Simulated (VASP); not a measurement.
# Sn2Ge3 (R-3m) in VASP: single point with PBE

Aim: the single point of Sn2Ge3 with PBE.

Everything below comes from runs of VASP 6.6.1. Logs are shortened: lines on timing, memory, paths and dates and some standing lists are left out, and cuts for length are marked.

### Step 1. The cell of the first run

Symmetry: R-3m, No. 166, trigonal system. The conventional cell has a = 4.052 Å, b = 4.052 Å, c = 25.024 Å, α = 90.00°, β = 90.00°, γ = 120.00°. Within 4.1 Å of Sn (site symmetry 3m) lie 9 Ge at 2.86 to 3.89 Å and 9 Sn at 4.04 to 4.05 Å. Ge (site symmetry 3m) has 3 Ge at 2.61 Å and 3 Sn at 3.05 Å within 3.4 Å. Ge (site symmetry -3m) has 6 Sn at 2.86 Å within 3.8 Å.

### Step 2. Single point, PBE

The input, INCAR:

```
SYSTEM = Sn2Ge3
PREC = Accurate ; ENCUT = 520
EDIFF = 1E-7 ; ISMEAR = 0
SIGMA = 0.1 ; LREAL = .FALSE.
LASPH = .TRUE. ; NELM = 60
ALGO = Normal ; ISIF = 2
LWAVE = .FALSE. ; LCHARG = .FALSE.
GGA = PE ; NBANDS = 43
```

The input, KPOINTS:

```
Automatic mesh
0
G
  12 12 12
  0 0 0
```

The input, POSCAR:

```
Sn2Ge3
1.0
    2.0262361456      1.1698479841      8.3413291719
   -2.0262361456      1.1698479841      8.3413291719
    0.0000000000     -2.3396959682      8.3413291719
Sn Ge
2 3
Direct
    0.6009164317      0.6009164317      0.6009164317
    0.3990835683      0.3990835683      0.3990835683
    0.1896974033      0.1896974033      0.1896974033
    0.8103025967      0.8103025967      0.8103025967
    0.0000000000      0.0000000000      0.0000000000
```

Potentials or basis: VASP PAW PBE potentials, release 64 (Sn_d, Ge_d).

Started as:

```sh
$ cat potpaw_PBE.64/Sn_d/POTCAR potpaw_PBE.64/Ge_d/POTCAR > POTCAR
$ mpirun -np 1 vasp_std > vasp.out
```

OUTCAR:

```text
SYSTEM = Sn2Ge3
   PREC = Accurate
   ENCUT = 520
   EDIFF = 1E-7
   ISMEAR = 0
   LREAL = .FALSE.
   LASPH = .TRUE.
   NELM = 60
   ISIF = 2
   GGA = PE

 ion  position               nearest neighbor table
   1  0.601  0.601  0.601-   5 2.86   5 2.86   5 2.86   3 3.05   3 3.05   3 3.05
   2  0.399  0.399  0.399-   5 2.86   5 2.86   5 2.86   4 3.05   4 3.05   4 3.05
   3  0.190  0.190  0.190-   4 2.61   4 2.61   4 2.61   1 3.05   1 3.05   1 3.05
   4  0.810  0.810  0.810-   3 2.61   3 2.61   3 2.61   2 3.05   2 3.05   2 3.05
   5  0.000  0.000  0.000-   1 2.86   2 2.86   1 2.86   1 2.86   2 2.86   2 2.86

  LATTYP: Found a trigonal (rhomboedric) cell.
 ALAT       =     8.6632528289
 COS(alpha) =     0.8905922380

  Lattice vectors:

 A1 = (   2.0262361456,   1.1698479841,   8.3413291719)
 A2 = (  -2.0262361456,   1.1698479841,   8.3413291719)
 A3 = (   0.0000000000,  -2.3396959682,   8.3413291719)

Analysis of symmetry for initial positions (statically):
=====================================================================
 Subroutine PRICEL returns:
 Original cell was already a primitive cell.

 Routine SETGRP: Setting up the symmetry group for a
 trigonal (rhombohedral) supercell.

 Subroutine GETGRP returns: Found 12 space group operations
 (whereof 12 operations were pure point group operations)
 out of a pool of 12 trial point group operations.

The static configuration has the point symmetry D_3d.

Analysis of symmetry for dynamics (positions and initial velocities):
=====================================================================
 Subroutine PRICEL returns:
 Original cell was already a primitive cell.

 Routine SETGRP: Setting up the symmetry group for a
 trigonal (rhombohedral) supercell.

 Subroutine GETGRP returns: Found 12 space group operations
 (whereof 12 operations were pure point group operations)
 out of a pool of 12 trial point group operations.

The dynamic configuration has the point symmetry D_3d.

 Subroutine INISYM returns: Found 12 space group operations
 (whereof 12 operations are pure point group operations),
 and found     1 'primitive' translations

----------------------------------------------------------------------------------------

                                     Primitive cell

  volume of cell :     118.6331

  direct lattice vectors                    reciprocal lattice vectors
     2.026236146  1.169847984  8.341329172     0.246762946  0.142468653  0.039961657
    -2.026236146  1.169847984  8.341329172    -0.246762946  0.142468653  0.039961657
     0.000000000 -2.339695968  8.341329172     0.000000000 -0.284937306  0.039961657

  length of vectors
     8.663252829  8.663252829  8.663252829     0.287725916  0.287725916  0.287725916

  position of ions in fractional coordinates (direct lattice)
     0.600916432  0.600916432  0.600916432
     0.399083568  0.399083568  0.399083568
     0.189697403  0.189697403  0.189697403
     0.810302597  0.810302597  0.810302597
     0.000000000  0.000000000  0.000000000

  ion indices of the primitive-cell ions
   primitive index   ion index
                 1           1
                 2           2
                 3           3
                 4           4
                 5           5

----------------------------------------------------------------------------------------

 KPOINTS: Automatic mesh

Automatic generation of k-mesh.
 Grid dimensions read from file:
 generate k-points for:   12   12   12

 Generating k-lattice:

  Cartesian coordinates                     Fractional coordinates (reciprocal lattice)
     0.020563579  0.011872388  0.003330138     0.083333333  0.000000000  0.000000000
    -0.020563579  0.011872388  0.003330138     0.000000000  0.083333333  0.000000000
     0.000000000 -0.023744776  0.003330138     0.000000000  0.000000000  0.083333333

  Length of vectors
     0.023977160  0.023977160  0.023977160

  Shift w.r.t. Gamma in fractional coordinates (k-lattice)
     0.000000000  0.000000000  0.000000000

 Subroutine IBZKPT returns following result:
 ===========================================

 Found    189 irreducible k-points:

 Following reciprocal coordinates:
            Coordinates               Weight
  0.000000  0.000000  0.000000      1.000000
  0.083333  0.000000  0.000000      6.000000
  0.166667  0.000000  0.000000      6.000000
  0.250000  0.000000  0.000000      6.000000
  0.333333 -0.000000  0.000000      6.000000
  0.416667 -0.000000  0.000000      6.000000
[... 16 lines left out ...]
  0.500000  0.166667 -0.000000     12.000000
 -0.416667  0.166667 -0.000000     12.000000
 [... further k-points ...]
   k-points           NKPTS =    189   k-points in BZ     NKDIM =    189   number of bands    NBANDS=     43
   number of dos      NEDOS =    301   number of ions     NIONS =      5
   total plane-waves  NPLWV = 262144
   dimension x,y,z NGX =    64 NGY =   64 NGZ =   64
   dimension x,y,z NGXF=   128 NGYF=  128 NGZF=  128
   ions per type =               2   3
   NGX,Y,Z   is equivalent  to a cutoff of  12.28, 12.28, 12.28 a.u.
   NGXF,Y,Z  is equivalent  to a cutoff of  24.56, 24.56, 24.56 a.u.
 SYSTEM =  Sn2Ge3
   PREC   = accura    normal or accurate (medium, high low for compatibility)
   ISTART =      0    job   : 0-new  1-cont  2-samecut
   ICHARG =      2    charge: 1-file 2-atom 10-const
   ISPIN  =      1    spin polarized calculation?
   LNONCOLLINEAR =      F non collinear calculations
   LSORBIT =      F    spin-orbit coupling
   LASPH  =      T    aspherical Exc in radial PAW
   ENCUT  =  520.0 eV  38.22 Ry    6.18 a.u.  16.11 16.11 16.11*2*pi/ulx,y,z
   NELM   =     60;   NELMIN=  2; NELMDL= -5     # of ELM steps
   EDIFF  = 0.1E-06   stopping-criterion for ELM
   LREAL  =      F    real-space projection
   EDIFFG = 0.1E-05   stopping-criterion for IOM
   NSW    =      0    number of steps for IOM
   IBRION =     -1    ionic relax: 0-MD 1-quasi-New 2-CG
   NFREE  =      0    steps in history (QN), initial steepest desc. (CG)
   ISIF   =      2    stress and relaxation
   ISYM   =      2    0-nonsym 1-usesym 2-fastsym
   POTIM  = 0.5000    time-step for ionic-motion
   TEBEG  =    0.0;   TEEND  =   0.0 temperature during run
   PSTRESS=    0.0 pullay stress
   NELECT =      70.0000    total number of electrons
   NUPDOWN=      -1.0000    fix difference up-down
   EMIN   =  10.00;   EMAX   =-10.00  energy-range for DOS
   EFERMI =   0.00;   METHOD = LEGACY
   ISMEAR =     0;   SIGMA  =   0.10  broadening in eV -4-tet -1-fermi 0-gaus
   EFERMI_NEDOS =   21; number of points for ismear=-14 and -15
   IALGO  =     38    algorithm
   IMIX   =      4    mixing-type and parameters
     AMIX     =   0.40;   BMIX     =  1.00
     AMIX_MAG =   1.60;   BMIX_MAG =  1.00
  volume/ion in A,a.u.               =      23.73       160.12
  Fermi-wavevector in a.u.,A,eV,Ry     =   1.373111  2.594803 25.652868  1.885433
  Thomas-Fermi vector in A             =   2.498657
   LORBIT       =      0    0 simple, 1 ext, 2 COOP (PROOUT), +10 PAW based schemes
   GGA     = PE    functional components
   LHFCALC =     F    Hartree Fock is set to
   AEXX    =    0.0000 exact exchange contribution
   IVDW    =     0    specifies the selected vdW correction
   LEPSILON=     F    determine dielectric tensor
   LRPA    =     F    only Hartree local field effects (RPA)
 non-spin polarized calculation
 Gauss-broadening in eV      SIGMA  =   0.10
  energy-cutoff  :      520.00
  volume of cell :      118.63
 maximum number of plane-waves:      3228
   NGX = 33   NGY = 33   NGZ = 33

 number of electron      70.0000019 magnetization

 Free energy of the ion-electron system (eV)
  ---------------------------------------------------
  ext. energy  EPLUGINS =         0.00000000
  ---------------------------------------------------
  free energy    TOTEN  =       -20.44749556 eV

  energy without entropy =      -20.43486513  energy(sigma->0) =      -20.44118034

 E-fermi :   6.3960     XC(G=0): -10.4033

 val. band max:        6.3939900321   @ k =  -0.2500   0.5000   0.1667
 cond. band min:       6.4040347418   @ k =   0.4167   0.3333   0.2500
 fundamental gap:      0.0100447097
 Fermi energy:         6.3959836782

 k-point     1 :       0.0000    0.0000    0.0000
  band No.  band energies     occupation
      1     -18.0970      2.00000
      2     -18.0970      2.00000
      3     -18.0303      2.00000
      4     -18.0303      2.00000
      5     -18.0186      2.00000
      6     -17.9718      2.00000
[... 35 lines left out ...]
     42       9.8002      0.00000
     43      12.4464      0.00000

 k-point     2 :       0.0833    0.0000    0.0000
  band No.  band energies     occupation
      1     -18.0968      2.00000
      2     -18.0953      2.00000
      3     -18.0301      2.00000
      4     -18.0282      2.00000
      5     -18.0170      2.00000
      6     -17.9724      2.00000
[... 35 lines left out ...]
     42      10.8079      0.00000
     43      11.8301      0.00000

 k-point     3 :       0.1667    0.0000    0.0000
  band No.  band energies     occupation
      1     -18.0962      2.00000
      2     -18.0902      2.00000
      3     -18.0305      2.00000
      4     -18.0225      2.00000
      5     -18.0116      2.00000
      6     -17.9747      2.00000
[... 35 lines left out ...]
     42      10.8614      0.00000
     43      11.5374      0.00000

 k-point     4 :       0.2500    0.0000    0.0000
  band No.  band energies     occupation
      1     -18.0951      2.00000
      2     -18.0818      2.00000
      3     -18.0317      2.00000
      4     -18.0140      2.00000
      5     -18.0039      2.00000
      6     -17.9788      2.00000
[... 863 lines left out ...]
     42      12.0367      0.00000
     43      12.2792      0.00000

 k-point    23 :       0.5000    0.1667   -0.0000
  band No.  band energies     occupation
      1     -18.0938      2.00000
      2     -18.0563      2.00000
      3     -18.0302      2.00000
      4     -18.0086      2.00000
      5     -17.9908      2.00000
      6     -17.9732      2.00000
[... 35 lines left out ...]
     42      12.5628      0.00000
     43      12.8860      0.00000

 k-point    24 :      -0.4167    0.1667   -0.0000
  band No.  band energies     occupation
      1     -18.0934      2.00000
      2     -18.0510      2.00000
      3     -18.0321      2.00000
      4     -18.0110      2.00000
      5     -17.9815      2.00000
      6     -17.9771      2.00000
[... 35 lines left out ...]
     42      12.7705      0.00000
     43      13.1751      0.00000

 [... further k-points ...]

------------------------ aborting loop because EDIFF is reached ----------------------------------------

  FORCE on cell =-STRESS in cart. coord.  units (eV):
  Direction    XX          YY          ZZ          XY          YZ          ZX
  --------------------------------------------------------------------------------------
  -------------------------------------------------------------------------------------
  Total        0.0026104      0.0026104      0.0055435      0.0000000     -0.0000000      0.0000000
  in kB        0.0352541      0.0352541      0.0748666      0.0000000     -0.0000000      0.0000000
  external PRESSURE =       0.0484582 kB  Pullay stress =       0.0000000 kB

 VOLUME and BASIS-vectors are now :
 -----------------------------------------------------------------------------
  energy-cutoff  :      520.00
  volume of cell :      118.63
      direct lattice vectors                 reciprocal lattice vectors
     2.026236146  1.169847984  8.341329172     0.246762946  0.142468653  0.039961657
    -2.026236146  1.169847984  8.341329172    -0.246762946  0.142468653  0.039961657
     0.000000000 -2.339695968  8.341329172     0.000000000 -0.284937306  0.039961657

 POSITION                                       TOTAL-FORCE (eV/Angst)
 -----------------------------------------------------------------------------------
      0.00000      0.00000     15.03733         0.000000     -0.000000     -0.000671
      0.00000      0.00000      9.98666         0.000000      0.000000      0.000671
      0.00000      0.00000      4.74699         0.000000     -0.000000      0.002382
      0.00000      0.00000     20.27700         0.000000     -0.000000     -0.002382
      0.00000      0.00000      0.00000         0.000000     -0.000000     -0.000000
 -----------------------------------------------------------------------------------
    total drift:                               -0.000000      0.000000      0.000000

  FREE ENERGIE OF THE ION-ELECTRON SYSTEM (eV)
  ---------------------------------------------------
  free  energy   TOTEN  =       -20.4474955596 eV

  energy  without entropy=      -20.4348651251  energy(sigma->0) =      -20.44118034
```

Wall time 25 min (1 thread of Intel Xeon 6975P-C (Granite Rapids), shared host); peak memory 1.1 GiB.

What came out:

```
Free energy            : -20.4475 eV
Pressure               : 0.0 GPa
Band gap on the k mesh : zero (bands 35 and 36 overlap by 2.74 eV)
```

Forces on the atoms (eV/Å):
```
Sn   0.000  0.000 -0.001
Sn   0.000  0.000  0.001
Ge   0.000  0.000  0.002
Ge   0.000  0.000 -0.002
Ge   0.000  0.000  0.000
```

Levels at points of the mesh, in eV from the Fermi level:
```tsv
k point	band 32	band 33	band 34	band 35	band 36	band 37	band 38	band 39
(0.00, 0.00, 0.00)	-0.18	0.41	0.41	0.87	2.01	2.22	2.22	2.25
(0.50, 0.00, 0.00)	-2.06	-1.53	-1.23	-0.84	-0.80	0.05	2.59	3.21
(0.50, 0.50, 0.00)	-3.47	-2.38	-2.17	-0.68	0.51	0.89	1.11	2.89
(0.50, 0.50, 0.50)	-0.17	0.38	0.51	0.51	1.34	1.34	1.37	3.09
```

Caveat: spin-orbit coupling is left out, which moves the levels of the heavy elements.
